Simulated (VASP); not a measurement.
# FeO (I4/mmm) in VASP: a series of runs

The runs below take FeO through single point, with PBEsol, PBE, PBE+U.

Program: VASP 6.6.1. These are calculated values, not measurements. Logs are shortened: lines on timing, memory, paths and dates and some standing lists are left out, and cuts for length are marked.

**1. The cell of the first run**

The structure is tetragonal, space group I4/mmm (No. 139). The conventional cell has a = 3.267 Å, b = 3.267 Å, c = 4.249 Å, α = 90.00°, β = 90.00°, γ = 90.00°. Within 2.8 Å of Fe (site symmetry 4/mmm) lie 6 O at 2.12 to 2.31 Å. O (site symmetry 4/mmm) has 6 Fe at 2.12 to 2.31 Å within 2.8 Å.

**2. Single point, PBEsol, collinear spin, ferromagnetic start**

Input file INCAR:

```
  ALGO = Normal
  EDIFF = 1E-6
  ENCUT = 520
  GGA = PS
  ISIF = 2
  ISMEAR = -1
  ISPIN = 2
  LASPH = T
  LCHARG = F
  LMAXMIX = 4
  LORBIT = 11
  LREAL = F
  LWAVE = F
  MAGMOM = 3 0
  NBANDS = 18
  NELM = 150
  PREC = Accurate
  SIGMA = 0.05
```

Input file KPOINTS:

```
k-points
0
Gamma
  12 12 12
```

Input file POSCAR:

```
FeO
1.0
   -1.6335251827      1.6335251827      2.1242534522
    1.6335251827     -1.6335251827      2.1242534522
    1.6335251827      1.6335251827     -2.1242534522
Fe O
1 1
Direct
    0.0000000000      0.0000000000      0.0000000000
    0.5000000000      0.5000000000      0.0000000000
```

Potentials or basis: VASP PAW PBE potentials, release 64 (Fe, O).

Run with:

```console
cat potpaw_PBE.64/Fe/POTCAR potpaw_PBE.64/O/POTCAR > POTCAR
mpirun -np 1 vasp_std > vasp.out
```

OUTCAR:

```text
EDIFF = 1E-6
   ENCUT = 520
   GGA = PS
   ISIF = 2
   ISMEAR = -1
   ISPIN = 2
   LASPH = T
   LORBIT = 11
   LREAL = F
   NELM = 150
   PREC = Accurate

 ion  position               nearest neighbor table
   1  0.000  0.000  0.000-   2 2.12   2 2.12   2 2.31   2 2.31   2 2.31   2 2.31
   2  0.500  0.500  0.000-   1 2.12   1 2.12   1 2.31   1 2.31   1 2.31   1 2.31

  LATTYP: Found a body centered tetragonal cell.
 ALAT       =     3.2670503654
 C/A-ratio  =     1.3004105934

  Lattice vectors:

 A1 = (  -1.6335251827,   1.6335251827,   2.1242534522)
 A2 = (   1.6335251827,  -1.6335251827,   2.1242534522)
 A3 = (   1.6335251827,   1.6335251827,  -2.1242534522)

Analysis of symmetry for initial positions (statically):
=====================================================================
 Subroutine PRICEL returns:
 Original cell was already a primitive cell.

 Routine SETGRP: Setting up the symmetry group for a
 body centered tetragonal supercell.

 Subroutine GETGRP returns: Found 16 space group operations
 (whereof 16 operations were pure point group operations)
 out of a pool of 16 trial point group operations.

The static configuration has the point symmetry D_4h.

Analysis of symmetry for dynamics (positions and initial velocities):
=====================================================================
 Subroutine PRICEL returns:
 Original cell was already a primitive cell.

 Routine SETGRP: Setting up the symmetry group for a
 body centered tetragonal supercell.

 Subroutine GETGRP returns: Found 16 space group operations
 (whereof 16 operations were pure point group operations)
 out of a pool of 16 trial point group operations.

The dynamic configuration has the point symmetry D_4h.

Analysis of structural, dynamic, and magnetic symmetry:
=====================================================================
 Subroutine PRICEL returns:
 Original cell was already a primitive cell.

 Routine SETGRP: Setting up the symmetry group for a
 body centered tetragonal supercell.

 Subroutine GETGRP returns: Found 16 space group operations
 (whereof 16 operations were pure point group operations)
 out of a pool of 16 trial point group operations.

The overall configuration has the point symmetry D_4h.

 Subroutine INISYM returns: Found 16 space group operations
 (whereof 16 operations are pure point group operations),
 and found     1 'primitive' translations

----------------------------------------------------------------------------------------

                                     Primitive cell

  volume of cell :      22.6735

  direct lattice vectors                    reciprocal lattice vectors
    -1.633525183  1.633525183  2.124253452     0.000000000  0.306086496  0.235376809
     1.633525183 -1.633525183  2.124253452     0.306086496  0.000000000  0.235376809
     1.633525183  1.633525183 -2.124253452     0.306086496  0.306086496  0.000000000

  length of vectors
     3.138353354  3.138353354  3.138353354     0.386123278  0.386123278  0.432871675

  position of ions in fractional coordinates (direct lattice)
     0.000000000  0.000000000  0.000000000
     0.500000000  0.500000000  0.000000000

  ion indices of the primitive-cell ions
   primitive index   ion index
                 1           1
                 2           2

----------------------------------------------------------------------------------------

 KPOINTS: k-points

Automatic generation of k-mesh.
 Grid dimensions read from file:
 generate k-points for:   12   12   12

 Generating k-lattice:

  Cartesian coordinates                     Fractional coordinates (reciprocal lattice)
     0.000000000  0.025507208  0.019614734     0.083333333 -0.000000000  0.000000000
     0.025507208  0.000000000  0.019614734    -0.000000000  0.083333333  0.000000000
     0.025507208  0.025507208  0.000000000     0.000000000  0.000000000  0.083333333

  Length of vectors
     0.032176940  0.032176940  0.036072640

  Shift w.r.t. Gamma in fractional coordinates (k-lattice)
     0.000000000  0.000000000  0.000000000

 Subroutine IBZKPT returns following result:
 ===========================================

 Found    163 irreducible k-points:

 Following reciprocal coordinates:
            Coordinates               Weight
  0.000000  0.000000  0.000000      1.000000
  0.083333 -0.000000  0.000000      8.000000
  0.166667  0.000000  0.000000      8.000000
  0.250000  0.000000 -0.000000      8.000000
  0.333333  0.000000  0.000000      8.000000
  0.416667 -0.000000  0.000000      8.000000
[... 16 lines left out ...]
  0.500000  0.166667  0.000000     16.000000
 -0.416667  0.166667 -0.000000     16.000000
 [... further k-points ...]
   k-points           NKPTS =    163   k-points in BZ     NKDIM =    163   number of bands    NBANDS=     18
   number of dos      NEDOS =    301   number of ions     NIONS =      2
   total plane-waves  NPLWV =  13824
   dimension x,y,z NGX =    24 NGY =   24 NGZ =   24
   dimension x,y,z NGXF=    48 NGYF=   48 NGZF=   48
   ions per type =               1   1
   NGX,Y,Z   is equivalent  to a cutoff of  12.71, 12.71, 12.71 a.u.
   NGXF,Y,Z  is equivalent  to a cutoff of  25.43, 25.43, 25.43 a.u.
 SYSTEM =  unknown system
   PREC   = accura    normal or accurate (medium, high low for compatibility)
   ISTART =      0    job   : 0-new  1-cont  2-samecut
   ICHARG =      2    charge: 1-file 2-atom 10-const
   ISPIN  =      2    spin polarized calculation?
   LNONCOLLINEAR =      F non collinear calculations
   LSORBIT =      F    spin-orbit coupling
   LASPH  =      T    aspherical Exc in radial PAW
   ENCUT  =  520.0 eV  38.22 Ry    6.18 a.u.   5.84  5.84  5.84*2*pi/ulx,y,z
   NELM   =    150;   NELMIN=  2; NELMDL= -5     # of ELM steps
   EDIFF  = 0.1E-05   stopping-criterion for ELM
   LREAL  =      F    real-space projection
   EDIFFG = 0.1E-04   stopping-criterion for IOM
   NSW    =      0    number of steps for IOM
   IBRION =     -1    ionic relax: 0-MD 1-quasi-New 2-CG
   NFREE  =      0    steps in history (QN), initial steepest desc. (CG)
   ISIF   =      2    stress and relaxation
   ISYM   =      2    0-nonsym 1-usesym 2-fastsym
   POTIM  = 0.5000    time-step for ionic-motion
   TEBEG  =    0.0;   TEEND  =   0.0 temperature during run
   PSTRESS=    0.0 pullay stress
   NELECT =      14.0000    total number of electrons
   NUPDOWN=      -1.0000    fix difference up-down
   EMIN   =  10.00;   EMAX   =-10.00  energy-range for DOS
   EFERMI =   0.00;   METHOD = LEGACY
   ISMEAR =    -1;   SIGMA  =   0.05  broadening in eV -4-tet -1-fermi 0-gaus
   EFERMI_NEDOS =   21; number of points for ismear=-14 and -15
   IALGO  =     38    algorithm
   IMIX   =      4    mixing-type and parameters
     AMIX     =   0.40;   BMIX     =  1.00
     AMIX_MAG =   1.60;   BMIX_MAG =  1.00
  volume/ion in A,a.u.               =      11.34        76.50
  Fermi-wavevector in a.u.,A,eV,Ry     =   1.394049  2.634371 26.441207  1.943374
  Thomas-Fermi vector in A             =   2.517636
   LORBIT       =     11    0 simple, 1 ext, 2 COOP (PROOUT), +10 PAW based schemes
   GGA     = PS    functional components
   LHFCALC =     F    Hartree Fock is set to
   AEXX    =    0.0000 exact exchange contribution
   IVDW    =     0    specifies the selected vdW correction
   LEPSILON=     F    determine dielectric tensor
   LRPA    =     F    only Hartree local field effects (RPA)
 spin polarized calculation
  energy-cutoff  :      520.00
  volume of cell :       22.67
 maximum number of plane-waves:       622
   NGX = 11   NGY = 11   NGZ = 11

 number of electron      13.9999998 magnetization       4.0054291

 Free energy of the ion-electron system (eV)
  ---------------------------------------------------
  ext. energy  EPLUGINS =         0.00000000
  ---------------------------------------------------
  free energy    TOTEN  =       -15.56385107 eV

  energy without entropy =      -15.54901638  energy(sigma->0) =      -15.55643373

 E-fermi :   4.7824     XC(G=0): -11.7308

 val. band max:        4.7805562307   @ k =   0.0833   0.0833   0.0000
 cond. band min:       4.7867726826   @ k =  -0.3333   0.5000   0.1667
 fundamental gap:      0.0062164518
 Fermi energy:         4.7823727066

 spin component 1

 k-point     1 :       0.0000    0.0000    0.0000
  band No.  band energies     occupation
      1     -14.9977      1.00000
      2       0.9334      1.00000
      3       0.9334      1.00000
      4       1.0432      1.00000
      5       1.1695      1.00000
      6       1.1702      1.00000
[... 10 lines left out ...]
     17      25.1156      0.00000
     18      25.3989      0.00000
[... 463 lines left out ...]
 k-point    24 :      -0.4167    0.1667   -0.0000
  band No.  band energies     occupation
      1     -14.2287      1.00000
      2      -2.2989      1.00000
      3      -1.0937      1.00000
      4      -0.7329      1.00000
      5       1.2766      1.00000
      6       1.6685      1.00000
[... 10 lines left out ...]
     17      28.2042      0.00000
     18      30.4905      0.00000

 [... further k-points ...]

 spin component 2

 k-point     1 :       0.0000    0.0000    0.0000
  band No.  band energies     occupation
      1     -14.4690      1.00000
      2       1.6654      1.00000
      3       1.9923      1.00000
      4       1.9923      1.00000
      5       4.1225      1.00000
      6       4.1226      1.00000
[... 10 lines left out ...]
     17      26.4763      0.00000
     18      26.6016      0.00000
[... 463 lines left out ...]
 k-point    24 :      -0.4167    0.1667   -0.0000
  band No.  band energies     occupation
      1     -13.6844      1.00000
      2      -1.5292      1.00000
      3       0.1660      1.00000
      4       0.6213      1.00000
      5       4.4060      0.99946
      6       5.0882      0.00220
[... 10 lines left out ...]
     17      28.9321      0.00000
     18      31.2133      0.00000

 [... further k-points ...]

------------------------ aborting loop because EDIFF is reached ----------------------------------------

  FORCE on cell =-STRESS in cart. coord.  units (eV):
  Direction    XX          YY          ZZ          XY          YZ          ZX
  --------------------------------------------------------------------------------------
  -------------------------------------------------------------------------------------
  Total       -3.1682417     -3.1682417     -3.1823296      0.0000000      0.0000000      0.0000000
  in kB     -223.8777278   -223.8777278   -224.8732261      0.0000000      0.0000000      0.0000000
  external PRESSURE =    -224.2095605 kB  Pullay stress =       0.0000000 kB

 VOLUME and BASIS-vectors are now :
 -----------------------------------------------------------------------------
  energy-cutoff  :      520.00
  volume of cell :       22.67
      direct lattice vectors                 reciprocal lattice vectors
    -1.633525183  1.633525183  2.124253452     0.000000000  0.306086496  0.235376809
     1.633525183 -1.633525183  2.124253452     0.306086496  0.000000000  0.235376809
     1.633525183  1.633525183 -2.124253452     0.306086496  0.306086496  0.000000000

 POSITION                                       TOTAL-FORCE (eV/Angst)
 -----------------------------------------------------------------------------------
      0.00000      0.00000      0.00000        -0.000000      0.000000     -0.000000
      0.00000      0.00000      2.12425         0.000000     -0.000000      0.000000
 -----------------------------------------------------------------------------------
    total drift:                               -0.000000      0.000000     -0.000000

  FREE ENERGIE OF THE ION-ELECTRON SYSTEM (eV)
  ---------------------------------------------------
  free  energy   TOTEN  =       -15.5638510669 eV

  energy  without entropy=      -15.5490163846  energy(sigma->0) =      -15.55643373

 total charge

# of ion       s       p       d       tot
------------------------------------------
    1        0.269   0.297   6.017   6.583
    2        1.554   3.356   0.000   4.910
--------------------------------------------------
tot          1.823   3.654   6.017  11.493

 magnetization (x)

# of ion       s       p       d       tot
------------------------------------------
    1        0.029   0.018   3.574   3.620
    2        0.025   0.262   0.000   0.287
--------------------------------------------------
tot          0.054   0.280   3.574   3.907
```

Wall time 3.2 min (1 thread of AMD EPYC 7R43 (Zen 3), shared host); peak memory 0.19 GiB.

What came out:

- Free energy: -15.5639 eV
- Pressure: -22.4 GPa
- Band gap on the k mesh: zero (filled and empty bands overlap)
- Net moment: 4.01 μB per cell
- Site moments: Fe +3.62; O +0.29 μB
- Valence electrons inside the program's atomic spheres: Fe 6.58; O 4.91

Levels at points of the mesh, in eV from the Fermi level:
Spin up:
| k point | band 7 | band 8 | band 9 | band 10 | band 11 | band 12 |
| --- | --- | --- | --- | --- | --- | --- |
| (0.00, 0.00, 0.00) | -3.55 | -3.37 | -3.37 | -0.49 | 14.88 | 15.91 |
| (0.50, 0.00, 0.00) | -2.57 | -0.94 | -0.37 | 3.60 | 7.30 | 10.70 |
| (0.50, 0.50, 0.00) | -2.98 | -2.94 | -2.87 | 4.33 | 7.48 | 10.39 |
| (0.50, 0.50, 0.50) | -2.92 | -2.92 | -2.90 | 4.48 | 8.53 | 9.39 |
Spin down:
| k point | band 3 | band 4 | band 5 | band 6 | band 7 | band 8 |
| --- | --- | --- | --- | --- | --- | --- |
| (0.00, 0.00, 0.00) | -2.79 | -2.79 | -0.66 | -0.66 | -0.41 | -0.37 |
| (0.50, 0.00, 0.00) | -4.63 | -4.46 | 0.22 | 0.47 | 0.57 | 2.04 |
| (0.50, 0.50, 0.00) | -4.14 | -3.58 | -1.66 | 0.47 | 0.48 | 0.71 |
| (0.50, 0.50, 0.50) | -4.08 | -4.08 | -1.76 | 0.64 | 0.64 | 0.66 |

Caveat: the cell stands under tension; the PAW data sets were made with another functional, which shifts forces and pressure a little; a cell with one magnetic atom can't hold antiferromagnetic order, which such compounds often take; semilocal functionals often make such compounds metallic where correlation or magnetic order opens a gap, which also shifts bond lengths.

**3. Single point, PBE, collinear spin, ferromagnetic start**

This run uses another cell than the first one, of 10.70 Å³/atom.

Input file INCAR:

```
PREC = Accurate
ENCUT = 700
EDIFF = 1E-6
ISMEAR = -1
SIGMA = 0.05
LREAL = False
LASPH = True
NELM = 200
ALGO = Normal
ISIF = 2
LWAVE = False
LCHARG = True
ISPIN = 2
MAGMOM = 3 0
LORBIT = 11
NUPDOWN = 3.0
LMAXMIX = 4
GGA = PE
LELF = True
LVHAR = True
NBANDS = 22
GGA_COMPAT = False
```

Input file KPOINTS:

```
regular mesh
0
Gamma
  10 10 10
```

Input file POSCAR:

```
FeO
1.0
   -1.6021034130      1.6021034130      2.0833922500
    1.6021034130     -1.6021034130      2.0833922500
    1.6021034130      1.6021034130     -2.0833922500
Fe O
1 1
Direct
    0.0000000000      0.0000000000      0.0000000000
    0.5000000000      0.5000000000      0.0000000000
```

Potentials or basis: VASP PAW PBE potentials, release 64 (Fe_sv, O).

Run with:

```console
cat potpaw_PBE.64/Fe_sv/POTCAR potpaw_PBE.64/O/POTCAR > POTCAR
mpirun -np 1 vasp_std > vasp.out
```

Wall time 83 s (1 thread of Intel Xeon 6975P-C (Granite Rapids), shared host); peak memory 0.25 GiB.

Results (log left out):

* Free energy: -14.5746 eV
* Pressure: -18.6 GPa
* Net moment: 3.00 μB per cell
* Site moments: Fe +2.75; O +0.07 μB
* Valence electrons inside the program's atomic spheres: Fe 13.64; O 4.93

Stress tensor (GPa, compression positive):
```
-18.16   0.00   0.00
  0.00 -18.16   0.00
  0.00   0.00 -19.53
```

Caveat: the cell stands under tension; the total moment is fixed, so each spin has its own Fermi level and the state may be an excited one; a cell with one magnetic atom can't hold antiferromagnetic order, which such compounds often take.

**4. Single point, PBEsol, collinear spin, ferromagnetic start**

This run uses another cell than the first one, of 10.70 Å³/atom.

Input file INCAR:

```
PREC     = Accurate       # precision mode
ENCUT    = 700            # plane-wave cutoff, eV
EDIFF    = 1E-6           # SCF threshold, eV
ISMEAR   = -1             # smearing method
SIGMA    = 0.05           # smearing width, eV
LREAL    = False          # projectors in reciprocal space
LASPH    = True           # aspherical terms in the spheres
NELM     = 200            # most SCF steps
ALGO     = Normal         # electronic algorithm
ISIF     = 2              # what is computed and relaxed
LWAVE    = False          # write WAVECAR
LCHARG   = False          # write CHGCAR
ISPIN    = 2              # spin polarisation
MAGMOM   = 2.2 0          # initial moments
LORBIT   = 11             # projections on sites
NUPDOWN  = 2.2            # fixed moment
LMAXMIX  = 4              # l up to which the mixer works
GGA      = PS             # functional
NBANDS   = 22             # bands
GGA_COMPAT= False
```

KPOINTS is that of step 3.

POSCAR is that of step 3.

Run with:

```console
cat potpaw_PBE.64/Fe_sv/POTCAR potpaw_PBE.64/O/POTCAR > POTCAR
mpirun -np 1 vasp_std > vasp.out
```

Wall time 2.2 min (1 thread of Intel Xeon Platinum 8488C (Sapphire Rapids), shared host); peak memory 0.24 GiB.

Results (log left out):

```
Free energy                                           : -14.9811 eV
Pressure                                              : -32.0 GPa
Net moment                                            : 2.20 μB per cell
Site moments                                          : Fe +2.08; O -0.01 μB
Valence electrons inside the program's atomic spheres : Fe 13.66; O 4.88
```

Stress tensor (GPa, compression positive):
```
-31.06   0.00   0.00
  0.00 -31.06   0.00
  0.00   0.00 -33.95
```

Caveat: the cell stands under tension; the PAW data sets were made with another functional, which shifts forces and pressure a little; the total moment is fixed, so each spin has its own Fermi level and the state may be an excited one; a cell with one magnetic atom can't hold antiferromagnetic order, which such compounds often take.

(Continued in part 2 of 2.)
